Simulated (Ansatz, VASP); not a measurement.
# One calculation of CaC, two programs

```
Ca C
1.0
     1.70771   -6.93870    0.00000
     1.70771    6.93870    0.00000
     0.00000    0.00000    2.76296
Ca C
2 2
Direct
  0.87912 0.12088 0.75000
  0.12088 0.87912 0.25000
  0.52541 0.47459 0.75000
  0.47459 0.52541 0.25000
```

Alike in both runs: functional PBE; k mesh 14 × 14 × 16; occupations gaussian, width 0.1 eV; no spin polarisation.

Ansatz relaxed the structure, and its values are those at the end. VASP's run is a single point on that final structure, the one shown.

```csv
,VASP,Ansatz
version,VASP 6.6.1,Ansatz 0.2.0
potentials or method,"VASP PAW PBE potentials, release 64 (Ca_sv, C), cutoff 520 eV","scalar-relativistic, plane waves, PAW"
valence electrons in the cell,28,28
```

VASP gave:

* gap on the k mesh at the Fermi level (eV): none
* pressure (GPa): 0.4
* rms of the force components (eV/Å): 0.015

Problem. What did Ansatz give for the same quantities?

Solution. gap on the k mesh at the Fermi level (eV): none; pressure (GPa): 0.0; rms of the force components (eV/Å): 0.003.

A gap of «none» marks a metal or a gap that the smearing closes.
